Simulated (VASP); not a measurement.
A run of VASP 6.6.1 is set up as follows.

Contents of INCAR:

```
  PREC = Accurate
  ENCUT = 520
  EDIFF = 1E-6
  ISMEAR = -1
  SIGMA = 0.05
  LREAL = F
  LASPH = T
  NELM = 100
  ALGO = Normal
  ISIF = 2
  LWAVE = F
  LCHARG = F
  GGA = PS
  NBANDS = 11
```

KPOINTS

```
regular mesh
0
Gamma
  12 12 12
```

POSCAR

```
Pd
1.0
    0.0000000000      1.9367699811      1.9367699811
    1.9367699811      0.0000000000      1.9367699811
    1.9367699811      1.9367699811      0.0000000000
Pd
1
Direct
    0.0000000000      0.0000000000      0.0000000000
```

Potentials or basis: VASP PAW PBE potentials, release 64 (Pd).

Run with:

```sh
$ cat potpaw_PBE.64/Pd/POTCAR > POTCAR
$ mpirun -np 1 vasp_std > vasp.out
```

Q: What does it give for the pressure?

A: -0.3 GPa.

Q: Estimate the band gap on the k mesh.

A: Zero (band 5 reaches 10.17 eV, above the bottom of band 6 at 8.54 eV).

Caveat: the PAW data sets were made with another functional, which shifts forces and pressure a little.
